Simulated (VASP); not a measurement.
A run of VASP 6.6.1 is set up as follows.

The input INCAR:

```
ALGO = Normal
EDIFF = 1E-6
ENCUT = 600
GGA = PE
GGA_COMPAT = F
ISIF = 2
ISMEAR = 0
LASPH = T
LCHARG = F
LMAXMIX = 6
LREAL = F
LWAVE = F
NBANDS = 20
NELM = 200
PREC = Accurate
SIGMA = 0.2
```

The input KPOINTS:

```
k-points
0
Gamma
  5 5 5
```

The input POSCAR:

```
PrBe3Si
1.0
    2.1497366406      1.2411510281      5.3839293042
   -2.1497366406      1.2411510281      5.3839293042
    0.0000000000     -2.4823020562      5.3839293042
Pr Be Si
1 3 1
Direct
    0.5000000000      0.5000000000      0.5000000000
    0.5000318388      0.4999681612      0.0000000000
    0.0000000000      0.5000318388      0.4999681612
    0.4999681612      0.0000000000      0.5000318388
    0.0000000000      0.0000000000      0.0000000000
```

Potentials or basis: VASP PAW PBE potentials, release 64 (Pr, Be, Si).

The run is started by

```console
$ cat potpaw_PBE.64/Pr/POTCAR potpaw_PBE.64/Be/POTCAR potpaw_PBE.64/Si/POTCAR > POTCAR
$ mpirun -np 1 vasp_std > vasp.out
```

Task: What does it give for the pressure?

Result: -0.8 GPa.

Stress tensor (GPa, compression positive):
```
-0.50  0.00  0.00
 0.00 -0.50  0.00
 0.00  0.00 -1.53
```

Caveat: spin-orbit coupling is left out, which moves the levels of the heavy elements; without U or exact exchange the open f shell lies at the Fermi level, which spoils levels, moments and volumes. Spin polarisation is off, so any magnetic state and its effect on volume and gap are missing.
